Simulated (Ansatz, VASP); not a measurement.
**SiNi: VASP beside Ansatz**

Contents of INCAR:

```
PREC = Accurate
ENCUT = 520
EDIFF = 1E-6
ISMEAR = 0
SIGMA = 0.1
LREAL = False
LASPH = True
NELM = 60
ALGO = Normal
ISIF = 2
LWAVE = False
LCHARG = True
GGA = PE
LELF = True
LVHAR = True
NBANDS = 22
```

File KPOINTS:

```
Automatic mesh
0
Gamma
  11 8 11
```

POSCAR

```
SiNi
1.0
    3.2583147222      0.0000000000      0.0000000000
    0.0000000000      4.7093899546      0.0000000000
    0.0000000000      0.0000000000      3.0552835660
Si Ni
2 2
Direct
    0.5000000000      0.1568172756      0.5000000000
    0.0000000000      0.8431827244      0.0000000000
    0.5000000000      0.6576940233      0.5000000000
    0.0000000000      0.3423059767      0.0000000000
```

Input for Ansatz:

```yaml
crystal:
  lattice:
    - [3.2583147222, 0.0, 0.0]
    - [0.0, 4.7093899546, 0.0]
    - [0.0, 0.0, 3.055283566]
  atoms:
    - { symbol: Si, position: [0.5, 0.1568172756, 0.5] }
    - { symbol: Si, position: [0.0, 0.8431827244, 0.0] }
    - { symbol: Ni, position: [0.5, 0.6576940233, 0.5] }
    - { symbol: Ni, position: [0.0, 0.3423059767, 0.0] }
basis:
  ecutwfc: 420
kpoints:
  mp_grid: { grid: [11, 8, 11] }
hamiltonian:
  xc: pbe
scf:
  occupations: { method: gaussian, width: 0.1 }
output:
  forces: true
  stress: true
  eigenvalues: true
```

Alike in both runs: task single point; functional PBE; k mesh 11 × 8 × 11; occupations gaussian, width 0.1 eV; no spin polarisation.

|  | VASP | Ansatz |
| --- | --- | --- |
| version | VASP 6.6.1 | Ansatz 0.2.0 |
| potentials or method | VASP PAW PBE potentials, release 64 (Si, Ni), cutoff 520 eV | scalar-relativistic, plane waves, PAW |
| valence electrons in the cell | 28 | 44 |

```tsv
	VASP	Ansatz	Ansatz less VASP
gap on the k mesh at the Fermi level (eV)	none	none	-
pressure (GPa)	0.1	-0.1	-0.13
traceless stress, the component that is largest in VASP (GPa)	0.58	0.36	-0.221
rms of the force components (eV/Å)	0.005	0.006	+0.0012
```

Atom by atom the forces differ by 0.003 eV/Å (rms over components). A gap of «none» marks a metal or a gap that the smearing closes. With one functional, cell and mesh, what is left measures potentials, basis and numerics. VASP's potentials hold 28 valence electrons a cell and Ansatz's 44, so a difference there can come from the potentials and not from the codes.
